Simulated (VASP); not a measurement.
# I (a cell with a defect) in VASP: single point with LDA

Aim: the single point of I (a cell with a defect) with LDA.

Everything below comes from runs of VASP 6.6.1. Logs are shortened: lines on timing, memory, paths and dates and some standing lists are left out, and cuts for length are marked.

### 1 The cell of the first run

The cell holds a defect, 15 atoms: a = 8.697 Å, b = 9.783 Å, c = 8.697 Å, α = 90.00°, β = 113.24°, γ = 90.00°.

### 2 Single point, LDA

File INCAR:

```
SYSTEM = I
PREC     = Accurate       ! precision mode
ENCUT    = 520            ! plane-wave cutoff, eV
EDIFF    = 1E-6           ! SCF threshold, eV
ISMEAR   = 0              ! smearing method
SIGMA    = 0.1            ! smearing width, eV
LREAL    = Auto         
LASPH    = .TRUE.         ! aspherical terms in the spheres
NELM     = 100            ! most SCF steps
ALGO     = Normal         ! electronic algorithm
ISIF     = 2              ! what is computed and relaxed
LWAVE    = .FALSE.        ! write WAVECAR
LCHARG   = .FALSE.        ! write CHGCAR
NBANDS   = 66             ! bands
```

File KPOINTS:

```
Automatic mesh
0
G
  2 2 2
  0 0 0
```

File POSCAR:

```
I
1.0
   -7.2624143200      0.0000000000      4.7849893000
    0.0000000000     -9.7831136400      0.0000000000
    7.2624143200      0.0000000000      4.7849893000
I
15
Direct
    0.0975997395      0.8746049893      0.0997618304
    0.2771932632      0.6169119794      0.2788993074
    0.5277938790      0.0907570977      0.5294621947
    0.1239635987      0.3677565377      0.1259414533
    0.1135425728      0.8759741852      0.6040030234
    0.2977923224      0.6260765463      0.7884381108
    0.4521370074      0.1266035585      0.9615334474
    0.1474316495      0.3754975292      0.6340549465
    0.6035280199      0.8764246553      0.1153086973
    0.7884357976      0.6263828905      0.2998893111
    0.9599121197      0.1263587489      0.4526985626
    0.6341112052      0.3759006729      0.1495789485
    0.8204313583      0.6093430189      0.8227133818
    0.9403742610      0.1234106078      0.9426918098
    0.6704975959      0.3571005233      0.6726165882
```

Potentials or basis: VASP PAW LDA potentials, release 64 (I).

Started as:

```console
> cat potpaw_LDA.64/I/POTCAR > POTCAR
> mpirun -np 1 vasp_std > vasp.out
```

OUTCAR:

```text
SYSTEM = I
   PREC = Accurate
   ENCUT = 520
   EDIFF = 1E-6
   ISMEAR = 0
   LREAL = Auto
   LASPH = .TRUE.
   NELM = 100
   ISIF = 2

 ion  position               nearest neighbor table
   1  0.098  0.875  0.100-  14 2.86   2 3.05
   2  0.277  0.617  0.279-   4 2.84   1 3.05
   3  0.528  0.091  0.529-  15 2.94
   4  0.124  0.368  0.126-   2 2.84  14 2.97
   5  0.114  0.876  0.604-  11 2.85   6 3.01
   6  0.298  0.626  0.788-   8 2.85   5 3.01
   7  0.452  0.127  0.962-   9 2.85  12 3.01
   8  0.147  0.375  0.634-   6 2.85  11 3.01
   9  0.604  0.876  0.115-   7 2.85  10 3.02
  10  0.788  0.626  0.300-  12 2.85   9 3.02
  11  0.960  0.126  0.453-   5 2.85   8 3.01
  12  0.634  0.376  0.150-  10 2.85   7 3.01
  13  0.820  0.609  0.823-  15 2.85
  14  0.940  0.123  0.943-   1 2.86   4 2.97  15 3.45
  15  0.670  0.357  0.673-  13 2.85   3 2.94  14 3.45

  LATTYP: Found a base centered orthorhombic cell.
 ALAT       =     9.5699786000
 B/A-ratio  =     1.5177493333
 C/A-ratio  =     1.0222712139

  Lattice vectors:

 A1 = (   7.2624143200,   0.0000000000,   4.7849893000)
 A2 = (  -7.2624143200,   0.0000000000,   4.7849893000)
 A3 = (   0.0000000000,  -9.7831136400,   0.0000000000)

Analysis of symmetry for initial positions (statically):
=====================================================================
 Subroutine PRICEL returns:
 Original cell was already a primitive cell.

 Routine SETGRP: Setting up the symmetry group for a
 base centered orthorhombic supercell.

 Subroutine GETGRP returns: Found  1 space group operations
 (whereof  1 operations were pure point group operations)
 out of a pool of  8 trial point group operations.

The static configuration has the point symmetry C_1 .

Analysis of symmetry for dynamics (positions and initial velocities):
=====================================================================
 Subroutine PRICEL returns:
 Original cell was already a primitive cell.

 Routine SETGRP: Setting up the symmetry group for a
 base centered orthorhombic supercell.

 Subroutine GETGRP returns: Found  1 space group operations
 (whereof  1 operations were pure point group operations)
 out of a pool of  8 trial point group operations.

The dynamic configuration has the point symmetry C_1 .

 Subroutine INISYM returns: Found  1 space group operations
 (whereof  1 operations are pure point group operations),
 and found     1 'primitive' translations

----------------------------------------------------------------------------------------

                                     Primitive cell

  volume of cell :     679.9376

  direct lattice vectors                    reciprocal lattice vectors
    -7.262414320  0.000000000  4.784989300    -0.068847628  0.000000000  0.104493442
     0.000000000 -9.783113640  0.000000000     0.000000000 -0.102216946  0.000000000
     7.262414320  0.000000000  4.784989300     0.068847628  0.000000000  0.104493442

  length of vectors
     8.697056074  9.783113640  8.697056074     0.125135428  0.102216946  0.125135428

  position of ions in fractional coordinates (direct lattice)
     0.097599739  0.874604989  0.099761830
     0.277193263  0.616911979  0.278899307
     0.527793879  0.090757098  0.529462195
     0.123963599  0.367756538  0.125941453
     0.113542573  0.875974185  0.604003023
     0.297792322  0.626076546  0.788438111
     0.452137007  0.126603559  0.961533447
     0.147431649  0.375497529  0.634054947
     0.603528020  0.876424655  0.115308697
     0.788435798  0.626382890  0.299889311
     0.959912120  0.126358749  0.452698563
     0.634111205  0.375900673  0.149578949
     0.820431358  0.609343019  0.822713382
     0.940374261  0.123410608  0.942691810
     0.670497596  0.357100523  0.672616588

  ion indices of the primitive-cell ions
   primitive index   ion index
                 1           1
                 2           2
                 3           3
                 4           4
                 5           5
                 6           6
                 7           7
                 8           8
                 9           9
                10          10
                11          11
                12          12
                13          13
                14          14
                15          15

----------------------------------------------------------------------------------------

 KPOINTS: Automatic mesh

Automatic generation of k-mesh.
 Grid dimensions read from file:
 generate k-points for:    2    2    2

 Generating k-lattice:

  Cartesian coordinates                     Fractional coordinates (reciprocal lattice)
    -0.034423814  0.000000000  0.052246721     0.500000000  0.000000000  0.000000000
     0.000000000 -0.051108473  0.000000000     0.000000000  0.500000000  0.000000000
     0.034423814  0.000000000  0.052246721     0.000000000  0.000000000  0.500000000

  Length of vectors
     0.062567714  0.051108473  0.062567714

  Shift w.r.t. Gamma in fractional coordinates (k-lattice)
     0.000000000  0.000000000  0.000000000

 Subroutine IBZKPT returns following result:
 ===========================================

 Found      8 irreducible k-points:

 Following reciprocal coordinates:
            Coordinates               Weight
  0.000000  0.000000  0.000000      1.000000
  0.500000  0.000000 -0.000000      1.000000
 -0.000000  0.000000  0.500000      1.000000
  0.000000  0.500000  0.000000      1.000000
  0.500000  0.500000 -0.000000      1.000000
 -0.000000  0.500000  0.500000      1.000000
  0.500000  0.000000  0.500000      1.000000
  0.500000  0.500000  0.500000      1.000000
   k-points           NKPTS =      8   k-points in BZ     NKDIM =      8   number of bands    NBANDS=     66
   number of dos      NEDOS =    301   number of ions     NIONS =     15
   total plane-waves  NPLWV = 392000
   dimension x,y,z NGX =    70 NGY =   80 NGZ =   70
   dimension x,y,z NGXF=   140 NGYF=  160 NGZF=  140
   ions per type =              15
   NGX,Y,Z   is equivalent  to a cutoff of  13.38, 13.59, 13.38 a.u.
   NGXF,Y,Z  is equivalent  to a cutoff of  26.76, 27.19, 26.76 a.u.
 SYSTEM =  I
   PREC   = accura    normal or accurate (medium, high low for compatibility)
   ISTART =      0    job   : 0-new  1-cont  2-samecut
   ICHARG =      2    charge: 1-file 2-atom 10-const
   ISPIN  =      1    spin polarized calculation?
   LNONCOLLINEAR =      F non collinear calculations
   LSORBIT =      F    spin-orbit coupling
   LASPH  =      T    aspherical Exc in radial PAW
   ENCUT  =  520.0 eV  38.22 Ry    6.18 a.u.  16.17 18.19 16.17*2*pi/ulx,y,z
   NELM   =    100;   NELMIN=  2; NELMDL= -5     # of ELM steps
   EDIFF  = 0.1E-05   stopping-criterion for ELM
   LREAL  =      T    real-space projection
   EDIFFG = 0.1E-04   stopping-criterion for IOM
   NSW    =      0    number of steps for IOM
   IBRION =     -1    ionic relax: 0-MD 1-quasi-New 2-CG
   NFREE  =      0    steps in history (QN), initial steepest desc. (CG)
   ISIF   =      2    stress and relaxation
   ISYM   =      2    0-nonsym 1-usesym 2-fastsym
   POTIM  = 0.5000    time-step for ionic-motion
   TEBEG  =    0.0;   TEEND  =   0.0 temperature during run
   PSTRESS=    0.0 pullay stress
   NELECT =     105.0000    total number of electrons
   NUPDOWN=      -1.0000    fix difference up-down
   EMIN   =  10.00;   EMAX   =-10.00  energy-range for DOS
   EFERMI =   0.00;   METHOD = LEGACY
   ISMEAR =     0;   SIGMA  =   0.10  broadening in eV -4-tet -1-fermi 0-gaus
   EFERMI_NEDOS =   21; number of points for ismear=-14 and -15
   IALGO  =     38    algorithm
   IMIX   =      4    mixing-type and parameters
     AMIX     =   0.40;   BMIX     =  1.00
     AMIX_MAG =   1.60;   BMIX_MAG =  1.00
  volume/ion in A,a.u.               =      45.33       305.90
  Fermi-wavevector in a.u.,A,eV,Ry     =   0.878311  1.659767 10.495941  0.771430
  Thomas-Fermi vector in A             =   1.998380
   LORBIT       =      0    0 simple, 1 ext, 2 COOP (PROOUT), +10 PAW based schemes
   GGA     = CA    functional components
   LHFCALC =     F    Hartree Fock is set to
   AEXX    =    0.0000 exact exchange contribution
   IVDW    =     0    specifies the selected vdW correction
   LEPSILON=     F    determine dielectric tensor
   LRPA    =     F    only Hartree local field effects (RPA)
 non-spin polarized calculation
 Gauss-broadening in eV      SIGMA  =   0.10
  energy-cutoff  :      520.00
  volume of cell :      679.94
 maximum number of plane-waves:     18342
 NGX is ok and might be reduce to    70
   NGX = 33   NGY = 37   NGZ = 33

 number of electron     104.9999998 magnetization

 Free energy of the ion-electron system (eV)
  ---------------------------------------------------
  ext. energy  EPLUGINS =         0.00000000
  ---------------------------------------------------
  free energy    TOTEN  =       -29.02288819 eV

  energy without entropy =      -28.95807363  energy(sigma->0) =      -28.99048091

 E-fermi :   1.8342     XC(G=0):  -8.0738

 val. band max:        1.8069453506   @ k =  -0.0000   0.5000   0.5000
 cond. band min:       1.8501588716   @ k =   0.0000   0.5000   0.0000
 fundamental gap:      0.0432135210
 Fermi energy:         1.8341557637

 k-point     1 :       0.0000    0.0000    0.0000
  band No.  band energies     occupation
      1     -11.7120      2.00000
      2     -11.4108      2.00000
      3     -11.4023      2.00000
      4     -10.8779      2.00000
      5     -10.8027      2.00000
      6     -10.7594      2.00000
[... 525 lines left out ...]
     63       7.9323      0.00000
     64       7.9612      0.00000
 [bands above 64 left out]

------------------------ aborting loop because EDIFF is reached ----------------------------------------

  FORCE on cell =-STRESS in cart. coord.  units (eV):
  Direction    XX          YY          ZZ          XY          YZ          ZX
  --------------------------------------------------------------------------------------
  -------------------------------------------------------------------------------------
  Total       -3.8770079     -8.4668829     -6.1045819      0.0065868      0.5534433     -0.0024794
  in kB       -9.1356233    -19.9510176    -14.3845879      0.0155210      1.3041111     -0.0058424
  external PRESSURE =     -14.4904096 kB  Pullay stress =       0.0000000 kB

 VOLUME and BASIS-vectors are now :
 -----------------------------------------------------------------------------
  energy-cutoff  :      520.00
  volume of cell :      679.94
      direct lattice vectors                 reciprocal lattice vectors
    -7.262414320  0.000000000  4.784989300    -0.068847628  0.000000000  0.104493442
     0.000000000 -9.783113640  0.000000000     0.000000000 -0.102216946  0.000000000
     7.262414320  0.000000000  4.784989300     0.068847628  0.000000000  0.104493442

 POSITION                                       TOTAL-FORCE (eV/Angst)
 -----------------------------------------------------------------------------------
      0.01570     -8.55636      0.94437        -0.004045      0.030929      0.085708
      0.01239     -6.03532      2.66090        -0.001705     -0.046717     -0.028730
      0.01212     -0.88789      5.05896         0.000906     -0.252027      0.061663
      0.01436     -3.59780      1.19579        -0.003221      0.044272     -0.040826
      3.56193     -8.56975      3.43345        -0.004434      0.027542      0.124794
      3.56327     -6.12498      5.19760         0.024981     -0.013113     -0.085168
      3.69945     -1.23858      6.76440         0.046199     -0.022093      0.112120
      3.53406     -3.67353      3.73940         0.007388      0.029029     -0.114898
     -3.54565     -8.57416      3.43963         0.006316      0.035800      0.124392
     -3.54803     -6.12797      5.20762        -0.022320     -0.013614     -0.086819
     -3.68360     -1.23618      6.75933        -0.040042     -0.019195      0.106711
     -3.51887     -3.67748      3.74995        -0.003704      0.027432     -0.119473
      0.01657     -5.96127      7.86243        -0.003111      0.081014     -0.138603
      0.01683     -1.20734      9.01045        -0.002351      0.001847      0.067181
      0.01539     -3.49356      6.42679        -0.000856      0.088898     -0.068052
 -----------------------------------------------------------------------------------
    total drift:                                0.000083      0.003965     -0.001844

  FREE ENERGIE OF THE ION-ELECTRON SYSTEM (eV)
  ---------------------------------------------------
  free  energy   TOTEN  =       -29.0228881923 eV

  energy  without entropy=      -28.9580736296  energy(sigma->0) =      -28.99048091
```

Wall time 8.1 min (1 thread of AMD EPYC 9R45 (Zen 5), shared host); peak memory 0.58 GiB.

Results:

| Property | Result |
| --- | --- |
| Free energy | -29.0229 eV |
| Pressure | -1.4 GPa |
| Largest force | 0.259 eV/Å |
| Band gap on the k mesh | zero (an odd number of electrons rules out a gap without spin polarisation) |

Forces in eV/Å, atoms in the order of the input:
```
I   -0.004  0.031  0.086
I   -0.002 -0.047 -0.029
I    0.001 -0.252  0.062
I   -0.003  0.044 -0.041
I   -0.004  0.028  0.125
I    0.025 -0.013 -0.085
I    0.046 -0.022  0.112
I    0.007  0.029 -0.115
I    0.006  0.036  0.124
I   -0.022 -0.014 -0.087
I   -0.040 -0.019  0.107
I   -0.004  0.027 -0.119
I   -0.003  0.081 -0.139
I   -0.002  0.002  0.067
I   -0.001  0.089 -0.068
```

Levels at points of the mesh, in eV from the Fermi level:
| k point | band 50 | band 51 | band 52 | band 53 | band 54 | band 55 | band 56 | band 57 |
| --- | --- | --- | --- | --- | --- | --- | --- | --- |
| (0.00, 0.00, 0.00) | -0.32 | -0.24 | -0.10 | 0.03 | 0.86 | 1.36 | 1.63 | 1.95 |
| (0.50, 0.00, 0.00) | -0.32 | -0.23 | -0.12 | -0.05 | 1.06 | 1.08 | 1.32 | 2.03 |
| (0.00, 0.00, 0.50) | -0.32 | -0.23 | -0.12 | -0.05 | 1.07 | 1.07 | 1.32 | 2.03 |
| (0.00, 0.50, 0.00) | -0.21 | -0.19 | 0.02 | 0.05 | 1.18 | 1.19 | 1.37 | 1.38 |
| (0.50, 0.50, 0.00) | -0.42 | -0.22 | -0.14 | -0.03 | 1.49 | 1.51 | 1.54 | 1.54 |
| (0.00, 0.50, 0.50) | -0.42 | -0.22 | -0.14 | -0.03 | 1.49 | 1.51 | 1.54 | 1.54 |
| (0.50, 0.00, 0.50) | -0.26 | -0.20 | -0.12 | -0.04 | 0.89 | 1.37 | 1.62 | 1.98 |
| (0.50, 0.50, 0.50) | -0.32 | -0.27 | -0.13 | -0.06 | 1.27 | 1.28 | 1.37 | 1.38 |

Caveat: the k points lie up to 0.39 Å⁻¹ apart, too coarse for converged energies and pressures of a metal; spin-orbit coupling is left out, which moves the levels of the heavy elements; an odd number of electrons without spin polarisation forces a metal; a magnetic or distorted state may lie lower.
